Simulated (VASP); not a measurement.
Input of a VASP 6.6.1 run:

INCAR

```
ALGO = Normal ; EDIFF = 1E-6
ENCUT = 500 ; GGA = PE
GGA_COMPAT = False ; ISIF = 2
ISMEAR = 0 ; ISYM = 0
IVDW = 12 ; LASPH = True
LCHARG = True ; LELF = True
LREAL = False ; LVHAR = True
LWAVE = False ; NBANDS = 17
NELM = 120 ; PREC = Accurate
SIGMA = 0.02
```

The input KPOINTS:

```
Automatic mesh
0
Gamma
  6 6 6
  0.5 0.5 0.5
```

POSCAR

```
Na2S
1.0
    0.0000000000      3.2212000000      3.2212000000
    3.2212000000      0.0000000000      3.2212000000
    3.2212000000      3.2212000000      0.0000000000
S Na
1 2
Direct
    0.0000000000      0.0000000000      0.0000000000
    0.2500000000      0.2500000000      0.2500000000
    0.7500000000      0.7500000000      0.7500000000
```

Potentials or basis: VASP PAW PBE potentials, release 64 (S, Na_pv).

The run is started by

```bash
$ cat potpaw_PBE.64/S/POTCAR potpaw_PBE.64/Na_pv/POTCAR > POTCAR
$ mpirun -np 1 vasp_std > vasp.out
```

Question: Predict the band gap on the k mesh.

Answer: 2.89 eV.

Question: Predict the dispersion energy per atom.

Answer: -0.247 eV.

Question: What does it give for the pressure?

Answer: 0.0 GPa.

Caveat: a shifted mesh leaves out Γ, where band edges can lie. A k mesh can miss the band edges.
